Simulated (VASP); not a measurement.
# N (P6_3/mmc) in VASP: single point with PBE

Aim: the single point of N with PBE.

Program: VASP 6.6.1. These are calculated values, not measurements. Logs are shortened: lines on timing, memory, paths and dates and some standing lists are left out, and cuts for length are marked.

## Step 1: The cell of the first run

It takes space group P6_3/mmc (No. 194, hexagonal). The conventional cell has a = 4.167 Å, b = 4.167 Å, c = 7.006 Å, α = 90.00°, β = 90.00°, γ = 120.00°. N (site symmetry 3m) has 1 N at 1.11 Å within 1.5 Å.

## Step 2: Single point, PBE

INCAR

```
SYSTEM = N
PREC = Accurate
ENCUT = 520
EDIFF = 1E-6
ISMEAR = 1
SIGMA = 0.05
LREAL = .FALSE.
LASPH = .TRUE.
NELM = 60
ALGO = Normal
ISIF = 2
LWAVE = .FALSE.
LCHARG = .FALSE.
GGA = PE
NBANDS = 18
```

KPOINTS

```
regular mesh
0
G
  4 4 2
  0 0 0
```

POSCAR

```
N
1.0
    4.1672330000      0.0000000000      0.0000000000
   -2.0836160000      3.6089290000      0.0000000000
    0.0000000000      0.0000000000      7.0060040000
N
4
Direct
    0.3333333333      0.6666666667      0.3289300000
    0.3333333333      0.6666666667      0.1710700000
    0.6666666667      0.3333333333      0.8289300000
    0.6666666667      0.3333333333      0.6710700000
```

Potentials or basis: VASP PAW PBE potentials, release 64 (N).

Command:

```console
cat potpaw_PBE.64/N/POTCAR > POTCAR
mpirun -np 1 vasp_std > vasp.out
```

OUTCAR:

```text
SYSTEM = N
   PREC = Accurate
   ENCUT = 520
   EDIFF = 1E-6
   ISMEAR = 1
   LREAL = .FALSE.
   LASPH = .TRUE.
   NELM = 60
   ISIF = 2
   GGA = PE

 ion  position               nearest neighbor table
   1  0.333  0.667  0.329-   2 1.11
   2  0.333  0.667  0.171-   1 1.11
   3  0.667  0.333  0.829-   4 1.11
   4  0.667  0.333  0.671-   3 1.11

  LATTYP: Found a hexagonal cell.
 ALAT       =     4.1672330000
 C/A-ratio  =     1.6812124496

  Lattice vectors:

 A1 = (   4.1672330000,   0.0000000000,   0.0000000000)
 A2 = (  -2.0836160000,   3.6089290000,   0.0000000000)
 A3 = (   0.0000000000,   0.0000000000,   7.0060040000)

Analysis of symmetry for initial positions (statically):
=====================================================================
 Subroutine PRICEL returns:
 Original cell was already a primitive cell.

 Routine SETGRP: Setting up the symmetry group for a
 hexagonal supercell.

 Subroutine GETGRP returns: Found 24 space group operations
 (whereof 12 operations were pure point group operations)
 out of a pool of 24 trial point group operations.

The static configuration has the point symmetry D_3d.
 The point group associated with its full space group is D_6h.

Analysis of symmetry for dynamics (positions and initial velocities):
=====================================================================
 Subroutine PRICEL returns:
 Original cell was already a primitive cell.

 Routine SETGRP: Setting up the symmetry group for a
 hexagonal supercell.

 Subroutine GETGRP returns: Found 24 space group operations
 (whereof 12 operations were pure point group operations)
 out of a pool of 24 trial point group operations.

The dynamic configuration has the point symmetry D_3d.
 The point group associated with its full space group is D_6h.

 Subroutine INISYM returns: Found 24 space group operations
 (whereof 12 operations are pure point group operations),
 and found     1 'primitive' translations

----------------------------------------------------------------------------------------

                                     Primitive cell

  volume of cell :     105.3650

  direct lattice vectors                    reciprocal lattice vectors
     4.167233000  0.000000000  0.000000000     0.239967384  0.138545225  0.000000000
    -2.083616000  3.608929000  0.000000000     0.000000000  0.277090516  0.000000000
     0.000000000  0.000000000  7.006004000     0.000000000  0.000000000  0.142734717

  length of vectors
     4.167233000  4.167232194  7.006004000     0.277090463  0.277090516  0.142734717

  position of ions in fractional coordinates (direct lattice)
     0.333333333  0.666666667  0.328930000
     0.333333333  0.666666667  0.171070000
     0.666666667  0.333333333  0.828930000
     0.666666667  0.333333333  0.671070000

  ion indices of the primitive-cell ions
   primitive index   ion index
                 1           1
                 2           2
                 3           3
                 4           4

----------------------------------------------------------------------------------------

 KPOINTS: regular mesh

Automatic generation of k-mesh.
 Grid dimensions read from file:
 generate k-points for:    4    4    2

 Generating k-lattice:

  Cartesian coordinates                     Fractional coordinates (reciprocal lattice)
     0.059991846  0.034636306  0.000000000     0.250000000  0.000000000  0.000000000
     0.000000000  0.069272629  0.000000000     0.000000000  0.250000000  0.000000000
     0.000000000  0.000000000  0.071367359     0.000000000  0.000000000  0.500000000

  Length of vectors
     0.069272616  0.069272629  0.071367359

  Shift w.r.t. Gamma in fractional coordinates (k-lattice)
     0.000000000  0.000000000  0.000000000

 Subroutine IBZKPT returns following result:
 ===========================================

 Found      8 irreducible k-points:

 Following reciprocal coordinates:
            Coordinates               Weight
  0.000000  0.000000  0.000000      1.000000
  0.250000 -0.000000  0.000000      6.000000
  0.500000 -0.000000  0.000000      3.000000
  0.250000  0.250000  0.000000      6.000000
  0.000000  0.000000  0.500000      1.000000
  0.250000 -0.000000  0.500000      6.000000
  0.500000 -0.000000  0.500000      3.000000
  0.250000  0.250000  0.500000      6.000000
   k-points           NKPTS =      8   k-points in BZ     NKDIM =      8   number of bands    NBANDS=     18
   number of dos      NEDOS =    301   number of ions     NIONS =      4
   total plane-waves  NPLWV =  55296
   dimension x,y,z NGX =    32 NGY =   32 NGZ =   54
   dimension x,y,z NGXF=    64 NGYF=   64 NGZF=  108
   ions per type =               4
   NGX,Y,Z   is equivalent  to a cutoff of  12.77, 12.77, 12.81 a.u.
   NGXF,Y,Z  is equivalent  to a cutoff of  25.53, 25.53, 25.63 a.u.
 SYSTEM =  N
   PREC   = accura    normal or accurate (medium, high low for compatibility)
   ISTART =      0    job   : 0-new  1-cont  2-samecut
   ICHARG =      2    charge: 1-file 2-atom 10-const
   ISPIN  =      1    spin polarized calculation?
   LNONCOLLINEAR =      F non collinear calculations
   LSORBIT =      F    spin-orbit coupling
   LASPH  =      T    aspherical Exc in radial PAW
   ENCUT  =  520.0 eV  38.22 Ry    6.18 a.u.   7.75  7.75 13.03*2*pi/ulx,y,z
   NELM   =     60;   NELMIN=  2; NELMDL= -5     # of ELM steps
   EDIFF  = 0.1E-05   stopping-criterion for ELM
   LREAL  =      F    real-space projection
   EDIFFG = 0.1E-04   stopping-criterion for IOM
   NSW    =      0    number of steps for IOM
   IBRION =     -1    ionic relax: 0-MD 1-quasi-New 2-CG
   NFREE  =      0    steps in history (QN), initial steepest desc. (CG)
   ISIF   =      2    stress and relaxation
   ISYM   =      2    0-nonsym 1-usesym 2-fastsym
   POTIM  = 0.5000    time-step for ionic-motion
   TEBEG  =    0.0;   TEEND  =   0.0 temperature during run
   PSTRESS=    0.0 pullay stress
   NELECT =      20.0000    total number of electrons
   NUPDOWN=      -1.0000    fix difference up-down
   EMIN   =  10.00;   EMAX   =-10.00  energy-range for DOS
   EFERMI =   0.00;   METHOD = LEGACY
   ISMEAR =     1;   SIGMA  =   0.05  broadening in eV -4-tet -1-fermi 0-gaus
   EFERMI_NEDOS =   21; number of points for ismear=-14 and -15
   IALGO  =     38    algorithm
   IMIX   =      4    mixing-type and parameters
     AMIX     =   0.40;   BMIX     =  1.00
     AMIX_MAG =   1.60;   BMIX_MAG =  1.00
  volume/ion in A,a.u.               =      26.34       177.76
  Fermi-wavevector in a.u.,A,eV,Ry     =   0.940848  1.777944 12.043801  0.885194
  Thomas-Fermi vector in A             =   2.068300
   LORBIT       =      0    0 simple, 1 ext, 2 COOP (PROOUT), +10 PAW based schemes
   GGA     = PE    functional components
   LHFCALC =     F    Hartree Fock is set to
   AEXX    =    0.0000 exact exchange contribution
   IVDW    =     0    specifies the selected vdW correction
   LEPSILON=     F    determine dielectric tensor
   LRPA    =     F    only Hartree local field effects (RPA)
 non-spin polarized calculation
 Methfessel and Paxton  Order N= 1 SIGMA  =   0.05
  energy-cutoff  :      520.00
  volume of cell :      105.37
 maximum number of plane-waves:      2882
 NGX is ok and might be reduce to    32
   NGX = 15   NGY = 15   NGZ = 27

 number of electron      20.0000001 magnetization

 Free energy of the ion-electron system (eV)
  ---------------------------------------------------
  ext. energy  EPLUGINS =         0.00000000
  ---------------------------------------------------
  free energy    TOTEN  =       -33.31639775 eV

  energy without entropy =      -33.31659412  energy(sigma->0) =      -33.31646320

 E-fermi :  -6.7077     XC(G=0):  -5.8853

 val. band max:       -6.7457782017   @ k =   0.0000   0.0000   0.0000
 cond. band min:       0.3524669844   @ k =   0.2500   0.2500   0.0000
 fundamental gap:      7.0982451862
 Fermi energy:        -6.7076630209

 k-point     1 :       0.0000    0.0000    0.0000
  band No.  band energies     occupation
      1     -25.3161      2.00000
      2     -25.2915      2.00000
      3     -10.9057      2.00000
      4     -10.1746      2.00000
      5      -8.5163      2.00000
      6      -8.5163      2.00000
[... 10 lines left out ...]
     17       5.7761      0.00000
     18       9.7109      0.00000

 k-point     2 :       0.2500   -0.0000    0.0000
  band No.  band energies     occupation
      1     -25.3058      2.00000
      2     -25.2876      2.00000
      3     -10.7863      2.00000
      4     -10.2413      2.00000
      5      -8.6772      2.00000
      6      -8.6032      2.00000
[... 10 lines left out ...]
     17       6.7273      0.00000
     18       7.4092      0.00000

 k-point     3 :       0.5000   -0.0000    0.0000
  band No.  band energies     occupation
      1     -25.2940      2.00000
      2     -25.2859      2.00000
      3     -10.6044      2.00000
      4     -10.3692      2.00000
      5      -8.8282      2.00000
      6      -8.7187      2.00000
[... 10 lines left out ...]
     17       6.1890      0.00000
     18       7.1921      0.00000

 k-point     4 :       0.2500    0.2500    0.0000
  band No.  band energies     occupation
      1     -25.2941      2.00000
      2     -25.2860      2.00000
      3     -10.6078      2.00000
      4     -10.3656      2.00000
      5      -8.7704      2.00000
      6      -8.7058      2.00000
[... 10 lines left out ...]
     17       6.3134      0.00000
     18       7.5866      0.00000

 k-point     5 :       0.0000    0.0000    0.5000
  band No.  band energies     occupation
      1     -25.3039      2.00000
      2     -25.3039      2.00000
      3     -10.5960      2.00000
      4     -10.5960      2.00000
      5      -8.4680      2.00000
      6      -8.4680      2.00000
[... 10 lines left out ...]
     17       7.8784      0.00000
     18       7.8784      0.00000

 k-point     6 :       0.2500   -0.0000    0.5000
  band No.  band energies     occupation
      1     -25.2968      2.00000
      2     -25.2968      2.00000
      3     -10.5528      2.00000
      4     -10.5528      2.00000
      5      -8.5994      2.00000
      6      -8.5994      2.00000
[... 10 lines left out ...]
     17       7.7592      0.00000
     18       7.7592      0.00000

 k-point     7 :       0.5000   -0.0000    0.5000
  band No.  band energies     occupation
      1     -25.2900      2.00000
      2     -25.2900      2.00000
      3     -10.5085      2.00000
      4     -10.5085      2.00000
      5      -8.7192      2.00000
      6      -8.7192      2.00000
[... 10 lines left out ...]
     17       5.9878      0.00000
     18       5.9878      0.00000

 k-point     8 :       0.2500    0.2500    0.5000
  band No.  band energies     occupation
      1     -25.2900      2.00000
      2     -25.2900      2.00000
      3     -10.5079      2.00000
      4     -10.5079      2.00000
      5      -8.6753      2.00000
      6      -8.6753      2.00000
[... 10 lines left out ...]
     17       6.5116      0.00000
     18       6.5116      0.00000

------------------------ aborting loop because EDIFF is reached ----------------------------------------

  FORCE on cell =-STRESS in cart. coord.  units (eV):
  Direction    XX          YY          ZZ          XY          YZ          ZX
  --------------------------------------------------------------------------------------
  -------------------------------------------------------------------------------------
  Total        0.0488494      0.0488494      2.5335678      0.0000000      0.0000000      0.0000000
  in kB        0.7428030      0.7428027     38.5253511      0.0000001      0.0000000      0.0000000
  external PRESSURE =      13.3369856 kB  Pullay stress =       0.0000000 kB

 VOLUME and BASIS-vectors are now :
 -----------------------------------------------------------------------------
  energy-cutoff  :      520.00
  volume of cell :      105.37
      direct lattice vectors                 reciprocal lattice vectors
     4.167233000  0.000000000  0.000000000     0.239967384  0.138545225  0.000000000
    -2.083616000  3.608929000  0.000000000     0.000000000  0.277090516  0.000000000
     0.000000000  0.000000000  7.006004000     0.000000000  0.000000000  0.142734717

 POSITION                                       TOTAL-FORCE (eV/Angst)
 -----------------------------------------------------------------------------------
      0.00000      2.40595      2.30448        -0.000000     -0.000000      1.111812
      0.00000      2.40595      1.19852        -0.000000     -0.000000     -1.111812
      2.08362      1.20298      5.80749         0.000000      0.000000      1.111812
      2.08362      1.20298      4.70152         0.000000      0.000000     -1.111812
 -----------------------------------------------------------------------------------
    total drift:                               -0.000000      0.000000     -0.000000

  FREE ENERGIE OF THE ION-ELECTRON SYSTEM (eV)
  ---------------------------------------------------
  free  energy   TOTEN  =       -33.3163977464 eV

  energy  without entropy=      -33.3165941211  energy(sigma->0) =      -33.31646320
```

It took 26 s on 1 thread of AMD EPYC 7R13, shared host; peak memory 0.18 GiB.

What came out:

- Free energy: -33.3164 eV
- Pressure: 1.3 GPa
- Largest force: 1.112 eV/Å
- Band gap on the k mesh: 7.10 eV, indirect (least direct gap 7.32 eV)

Forces in eV/Å, atoms in the order of the input:
```
N    0.000  0.000  1.112
N    0.000  0.000 -1.112
N    0.000  0.000  1.112
N    0.000  0.000 -1.112
```

Caveat: the k points lie up to 0.45 Å⁻¹ apart; the standard files for N, O and F lose accuracy on very short bonds; forces of over 1 eV/Å act on the atoms, so gaps and moduli don't describe the material at rest. A k mesh can miss the band edges.
